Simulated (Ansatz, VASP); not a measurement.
One calculation of Cu, two programs

Contents of INCAR:

```
SYSTEM = Cu
AGGAC = 1.0 ; AGGAX = 1.0
ALDAC = 0.0 ; ALDAX = 1.0
ALGO = Normal ; EDIFF = 1E-6
ENCUT = 520 ; GGA = B5
ISIF = 2 ; ISMEAR = -1
LASPH = .True. ; LCHARG = .False.
LREAL = .False. ; LWAVE = .False.
NBANDS = 12 ; NELM = 80
PREC = Accurate ; SIGMA = 0.1
```

KPOINTS

```
k-points
0
Gamma
  17 17 17
  0 0 0
```

Contents of POSCAR:

```
Cu
1.0
   -1.5101599690      1.5101599690      1.5101599690
    1.5101599690     -1.5101599690      1.5101599690
    1.5101599690      1.5101599690     -1.5101599690
Cu
1
Direct
    0.0000000000      0.0000000000      0.0000000000
```

Input for Ansatz:

```yaml
crystal:
  lattice:
    - [-1.510159969, 1.510159969, 1.510159969]
    - [1.510159969, -1.510159969, 1.510159969]
    - [1.510159969, 1.510159969, -1.510159969]
  atoms:
    - { symbol: Cu, position: [0.0, 0.0, 0.0] }
hamiltonian:
  xc: blyp
  pseudopotentials:
    kind: paw
    azcp:
      Cu: "pseudopotentials/Cu.paw.azcp"
basis:
  ecutwfc: 420
  fft_grid_basis: typed
kpoints:
  mp_grid: { grid: [17, 17, 17], shift: [0, 0, 0] }
magnetization:
  spin_polarized: false
scf:
  occupations: { method: fermi_dirac, width: 0.1 }
  lower_state_search: "off"
output:
  stress: true
```

Alike in both runs: task single point; functional BLYP; k mesh 17 × 17 × 17; occupations fermi-dirac, width 0.1 eV; no spin polarisation.

|  | VASP | Ansatz |
| --- | --- | --- |
| version | VASP 6.6.1 | Ansatz 0.2.0 |
| potentials or method | VASP PAW PBE potentials, release 64 (Cu), cutoff 520 eV | plane waves (420 eV) with PAW, scalar-relativistic |
| valence electrons in the cell | 11 | 19 |

Ansatz gave:

```
pressure (GPa) : -7.1
```

Question: What did VASP give for the same quantities?

Answer: Pressure (GPa): -6.5.

VASP's potentials were made for PBE, not for BLYP. With one functional, cell and mesh, what is left measures potentials, basis and numerics. VASP's potentials hold 11 valence electrons a cell and Ansatz's 19, so a difference there can come from the potentials and not from the codes.
